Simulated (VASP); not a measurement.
A run of VASP 6.6.1 is set up as follows.

POSCAR

```
GaN
1.0
    3.1136382519      0.0000000000      0.0000000000
   -1.5568191260      2.6964898244      0.0000000000
    0.0000000000      0.0000000000      5.0711037698
Ga N
2 2
Direct
    0.3333333333      0.6666666667     -0.0007797268
    0.6666666667      0.3333333333      0.4992202732
    0.3333333333      0.6666666667      0.3757797268
    0.6666666667      0.3333333333      0.8757797268
```

File INCAR.step1:

```
PREC = Accurate ; ENCUT = 910
ISMEAR = 0 ; SIGMA = 0.01
LREAL = F ; LASPH = T
NELM = 120 ; NBANDS = 26
GGA = PE ; ALGO = Normal
EDIFF = 1E-5 ; LWAVE = T
LCHARG = F ; GGA_COMPAT = F
```

INCAR.step2

```
PREC = Accurate ; ENCUT = 910
EDIFF = 1E-6 ; ISMEAR = 0
SIGMA = 0.01 ; LREAL = F
LASPH = T ; NELM = 120
ALGO = Normal ; ISIF = 2
LWAVE = F ; LCHARG = T
METAGGA = R2SCAN ; LMIXTAU = T
LELF = T ; LVHAR = T
NBANDS = 26 ; ISTART = 1
GGA_COMPAT = F
```

Contents of KPOINTS:

```
regular mesh
0
Gamma
  8 8 4
```

Potentials or basis: VASP PAW PBE potentials, release 64 (Ga_d, N_h).

Command:

```bash
$ cat potpaw_PBE.64/Ga_d/POTCAR potpaw_PBE.64/N_h/POTCAR > POTCAR
$ cp INCAR.step1 INCAR
$ mpirun -np 1 vasp_std > vasp.out
$ cp INCAR.step2 INCAR
$ mpirun -np 1 vasp_std > vasp.out
```

Problem. Estimate the largest force.

Solution. 0.003 eV/Å.

Problem. What does it give for the band gap on the k mesh?

Solution. 2.80 eV, direct.

Forces in eV/Å, atoms in the order of the input:
```
Ga   0.000  0.000 -0.003
Ga   0.000  0.000 -0.003
N    0.000  0.000  0.003
N    0.000  0.000  0.003
```

Caveat: the PAW data sets were made with another functional, which shifts forces and pressure a little. r2SCAN opens gaps a little over a GGA but as a rule still falls short of measured ones.
